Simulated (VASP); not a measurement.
Wanted: the native input for a VASP 6.6.1 run.

```yaml
Task: single point
Functional: r2SCAN
Potentials_or_basis: VASP PAW PBE potentials, release 64 (Na_pv, F)
Cutoff: 520 eV
k_mesh: 8 × 8 × 8
Occupations: gaussian, width 0.01 eV
Spin: no spin polarisation
Dipole_correction: no
Further_INCAR_settings: ALGO = Normal; EDIFF = 1e-06; NBANDS = 14
```

The system is NaF.

```
Na F
1.0
     2.82115    0.00000    0.00000
     0.00000    2.82115    0.00000
     0.00000    0.00000    2.82115
Na F
1 1
Direct
  0.00000 0.00000 0.00000
  0.50000 0.50000 0.50000
```

This cell differs from its parent crystal: volume changed by +3%.

The input as run:

POSCAR

```
NaF
1.0
    2.8211452655      0.0000000000      0.0000000000
    0.0000000000      2.8211452655      0.0000000000
    0.0000000000      0.0000000000      2.8211452655
Na F
1 1
Direct
    0.0000000000      0.0000000000      0.0000000000
    0.5000000000      0.5000000000      0.5000000000
```

INCAR.step1

```
SYSTEM = NaF
  PREC = Accurate
  ENCUT = 520
  ISMEAR = 0
  SIGMA = 0.01
  LREAL = .FALSE.
  LASPH = .TRUE.
  NELM = 80
  NBANDS = 14
  GGA = PE
  ALGO = Normal
  EDIFF = 1E-4
  LWAVE = .TRUE.
  LCHARG = .FALSE.
```

INCAR.step2

```
SYSTEM = NaF
  PREC = Accurate
  ENCUT = 520
  EDIFF = 1E-6
  ISMEAR = 0
  SIGMA = 0.01
  LREAL = .FALSE.
  LASPH = .TRUE.
  NELM = 80
  ALGO = Normal
  ISIF = 2
  LWAVE = .FALSE.
  LCHARG = .FALSE.
  METAGGA = R2SCAN
  LMIXTAU = .TRUE.
  NBANDS = 14
  ISTART = 1
```

KPOINTS

```
regular mesh
0
G
  8 8 8
  0 0 0
```

Potentials or basis: VASP PAW PBE potentials, release 64 (Na_pv, F).

Command:

```sh
$ cat potpaw_PBE.64/Na_pv/POTCAR potpaw_PBE.64/F/POTCAR > POTCAR
$ cp INCAR.step1 INCAR
$ mpirun -np 1 vasp_std > vasp.out
$ cp INCAR.step2 INCAR
$ mpirun -np 1 vasp_std > vasp.out
```

Results of the run:

* Pressure: -2.4 GPa
* Band gap on the k mesh: 6.91 eV, indirect (least direct gap 7.24 eV)

Caveat: the PAW data sets were made with another functional, which shifts forces and pressure a little.

It took 19 s on 1 thread of Intel(R) Xeon(R) Platinum 8488C (Sapphire Rapids), with other jobs on the host, peak memory 0.13 GiB.
